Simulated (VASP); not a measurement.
# LiBr (Fm-3m) in VASP: further runs, part 2 of 2

VASP 6.6.1.

## 3. Relaxation of volume and atoms at fixed shape, LDA

This run uses another cell than the first one, of 20.81 Å³/atom.

File INCAR:

```
  PREC = Accurate
  ENCUT = 750
  EDIFF = 1E-7
  ISMEAR = -1
  SIGMA = 0.01
  LREAL = F
  LASPH = T
  NELM = 120
  ALGO = Normal
  ISIF = 8
  LWAVE = F
  LCHARG = F
  IBRION = 2
  NSW = 80
  EDIFFG = -0.02
  GGA_COMPAT = F
  NELMIN = 4
```

File KPOINTS:

```
Automatic mesh
0
Gamma
  7 7 7
```

File POSCAR:

```
LiBr
1.0
    0.0000000000      2.7506500000      2.7506500000
    2.7506500000      0.0000000000      2.7506500000
    2.7506500000      2.7506500000      0.0000000000
Li Br
1 1
Direct
    0.0000000000      0.0000000000      0.0000000000
    0.5000000000      0.5000000000      0.5000000000
```

Potentials or basis: VASP PAW LDA potentials, release 64 (Li_sv, Br).

Started as:

```bash
> cat potpaw_LDA.64/Li_sv/POTCAR potpaw_LDA.64/Br/POTCAR > POTCAR
> mpirun -np 1 vasp_std > vasp.out
```

OUTCAR:

```text
PREC = Accurate
   ENCUT = 750
   EDIFF = 1E-7
   ISMEAR = -1
   LREAL = F
   LASPH = T
   NELM = 120
   ISIF = 8
   IBRION = 2
   NSW = 80
   EDIFFG = -0.02
   NELMIN = 4

 ion  position               nearest neighbor table
   1  0.000  0.000  0.000-
   2  0.500  0.500  0.500-

  LATTYP: Found a face centered cubic cell.
 ALAT       =     5.5013000000

  Lattice vectors:

 A1 = (   0.0000000000,   2.7506500000,   2.7506500000)
 A2 = (   2.7506500000,   0.0000000000,   2.7506500000)
 A3 = (   2.7506500000,   2.7506500000,   0.0000000000)

Analysis of symmetry for initial positions (statically):
=====================================================================
 Subroutine PRICEL returns:
 Original cell was already a primitive cell.

 Routine SETGRP: Setting up the symmetry group for a
 face centered cubic supercell.

 Subroutine GETGRP returns: Found 48 space group operations
 (whereof 48 operations were pure point group operations)
 out of a pool of 48 trial point group operations.

The static configuration has the point symmetry O_h .

Analysis of symmetry for dynamics (positions and initial velocities):
=====================================================================
 Subroutine PRICEL returns:
 Original cell was already a primitive cell.

 Routine SETGRP: Setting up the symmetry group for a
 face centered cubic supercell.

 Subroutine GETGRP returns: Found 48 space group operations
 (whereof 48 operations were pure point group operations)
 out of a pool of 48 trial point group operations.

The dynamic configuration has the point symmetry O_h .

 Subroutine INISYM returns: Found 48 space group operations
 (whereof 48 operations are pure point group operations),
 and found     1 'primitive' translations

----------------------------------------------------------------------------------------
[... 95 lines left out ...]
   ISYM   =      2    0-nonsym 1-usesym 2-fastsym
   POTIM  = 0.5000    time-step for ionic-motion
   TEBEG  =    0.0;   TEEND  =   0.0 temperature during run
   PSTRESS=    0.0 pullay stress
   NELECT =      10.0000    total number of electrons
   NUPDOWN=      -1.0000    fix difference up-down
   EMIN   =  10.00;   EMAX   =-10.00  energy-range for DOS
   EFERMI =   0.00;   METHOD = LEGACY
   ISMEAR =    -1;   SIGMA  =   0.01  broadening in eV -4-tet -1-fermi 0-gaus
   EFERMI_NEDOS =   21; number of points for ismear=-14 and -15
   IALGO  =     38    algorithm
   IMIX   =      4    mixing-type and parameters
     AMIX     =   0.40;   BMIX     =  1.00
     AMIX_MAG =   1.60;   BMIX_MAG =  1.00
  volume/ion in A,a.u.               =      20.81       140.44
  Fermi-wavevector in a.u.,A,eV,Ry     =   1.017723  1.923217 14.092366  1.035760
  Thomas-Fermi vector in A             =   2.151140
   LORBIT       =      0    0 simple, 1 ext, 2 COOP (PROOUT), +10 PAW based schemes
   GGA     = CA    functional components
   LHFCALC =     F    Hartree Fock is set to
   AEXX    =    0.0000 exact exchange contribution
   IVDW    =     0    specifies the selected vdW correction
   LEPSILON=     F    determine dielectric tensor
   LRPA    =     F    only Hartree local field effects (RPA)
 conjugate gradient relaxation of ions
 non-spin polarized calculation
  energy-cutoff  :      750.00
  volume of cell :       41.62
 maximum number of plane-waves:      1960
   NGX = 17   NGY = 17   NGZ = 17

--------------------------------------- Ionic step        1  -------------------------------------------

 number of electron      10.0000001 magnetization

 Free energy of the ion-electron system (eV)
  ---------------------------------------------------
  ext. energy  EPLUGINS =         0.00000000
  ---------------------------------------------------
  free energy    TOTEN  =        -7.33227632 eV

  energy without entropy =       -7.33227632  energy(sigma->0) =       -7.33227632

------------------------ aborting loop because EDIFF is reached ----------------------------------------

  FORCE on cell =-STRESS in cart. coord.  units (eV):
  Direction    XX          YY          ZZ          XY          YZ          ZX
  --------------------------------------------------------------------------------------
  -------------------------------------------------------------------------------------
  Total       -0.7342103     -0.7342103     -0.7342103      0.0000000      0.0000000      0.0000000
  in kB      -28.2614906    -28.2614906    -28.2614906      0.0000000      0.0000000      0.0000000
  external PRESSURE =     -28.2614906 kB  Pullay stress =       0.0000000 kB
[... 59 lines left out ...]
--------------------------------------- Ionic step        3  -------------------------------------------

 number of electron      10.0000000 magnetization

 Free energy of the ion-electron system (eV)
  ---------------------------------------------------
  ext. energy  EPLUGINS =         0.00000000
  ---------------------------------------------------
  free energy    TOTEN  =        -7.37283915 eV

  energy without entropy =       -7.37283915  energy(sigma->0) =       -7.37283915

 E-fermi :   1.3204     XC(G=0):  -9.2077

 val. band max:        1.0591239665   @ k =   0.0000   0.0000   0.0000
 cond. band min:       6.2007569663   @ k =   0.0000   0.0000   0.0000
 fundamental gap:      5.1416329998
 Fermi energy:         1.3204406306

 k-point     1 :       0.0000    0.0000    0.0000
  band No.  band energies     occupation
      1     -42.1545      2.00000
      2     -12.7744      2.00000
      3       1.0591      2.00000
      4       1.0591      2.00000
      5       1.0591      2.00000
      6       6.2008      0.00000
      7      11.4897      0.00000
      8      11.4897      0.00000
      9      11.4897      0.00000
[... 255 lines left out ...]
  FREE ENERGIE OF THE ION-ELECTRON SYSTEM (eV)
  ---------------------------------------------------
  free  energy   TOTEN  =        -7.3728391467 eV

  energy  without entropy=       -7.3728391467  energy(sigma->0) =       -7.37283915

 reached required accuracy - stopping structural energy minimisation
```

OSZICAR:

```text
N       E                     dE             d eps       ncg     rms          rms(c)
DAV:   1     0.503374220263E+02    0.50337E+02   -0.49294E+03   360   0.129E+03
DAV:   2    -0.456526391928E+01   -0.54903E+02   -0.53598E+02   501   0.166E+02
DAV:   3    -0.730399255409E+01   -0.27387E+01   -0.27350E+01   461   0.446E+01
[... 24 lines left out ...]
DAV:   4    -0.737288521589E+01    0.61673E-03   -0.13949E-03   576   0.325E-01    0.101E-01
DAV:   5    -0.737284119245E+01    0.44023E-04   -0.11246E-04   605   0.835E-02    0.252E-02
DAV:   6    -0.737283936534E+01    0.18271E-05   -0.37582E-06   446   0.174E-02    0.901E-03
DAV:   7    -0.737283915556E+01    0.20978E-06   -0.12771E-06   496   0.860E-03    0.134E-03
DAV:   8    -0.737283914670E+01    0.88602E-08   -0.38557E-08   218   0.192E-03
   3 F= -.73728391E+01 E0= -.73728391E+01  d E =-.405628E-01
```

CONTCAR:

```text
LiBr
   1.00000000000000
     0.0000000000000000    2.6591919996652944    2.6591919996652944
     2.6591919996652944    0.0000000000000000    2.6591919996652944
     2.6591919996652944    2.6591919996652944    0.0000000000000000
  Li              Br
     1     1
Direct
     0.0000000000000000    0.0000000000000000    0.0000000000000000
     0.5000000000000000    0.5000000000000000    0.5000000000000000

  0.00000000E+00  0.00000000E+00  0.00000000E+00
  0.00000000E+00  0.00000000E+00  0.00000000E+00
```

Run time: 35 s. Hardware: 1 thread of Intel Xeon 8259CL, shared host; peak memory 0.18 GiB.

Results:

- Free energy: -7.3728 eV
- Relaxed volume: 18.80 Å³/atom
- Relaxed cell: a = 3.761 Å, b = 3.761 Å, c = 3.761 Å, α = 60.00°, β = 60.00°, γ = 60.00°
- Space group after relaxing (to 0.1 Å): Fm-3m (No. 225)
- Energy gained by relaxing: 20.3 meV/atom
- Ionic steps: 3
- Pressure after relaxing: -0.2 GPa
- Band gap on the k mesh: 5.14 eV

Step by step:
| step | energy change (eV) | largest force (eV/Å) | pressure (GPa) | volume (Å³) |
| --- | --- | --- | --- | --- |
| 1 | 0.0000 | 0.0000 | -2.83 | 41.62 |
| 2 | -0.0303 | 0.0000 | -1.57 | 39.45 |
| 3 | -0.0406 | 0.0000 | -0.16 | 37.61 |

Final structure:
```
Li Br
1.0
     0.00000    2.65919    2.65919
     2.65919    0.00000    2.65919
     2.65919    2.65919    0.00000
Li Br
1 1
Direct
  0.00000 0.00000 0.00000
  0.50000 0.50000 0.50000
```

Caveat: an odd mesh through Γ misses points on the zone boundary, where band edges can lie. Zero-point motion and thermal expansion aren't in these numbers.
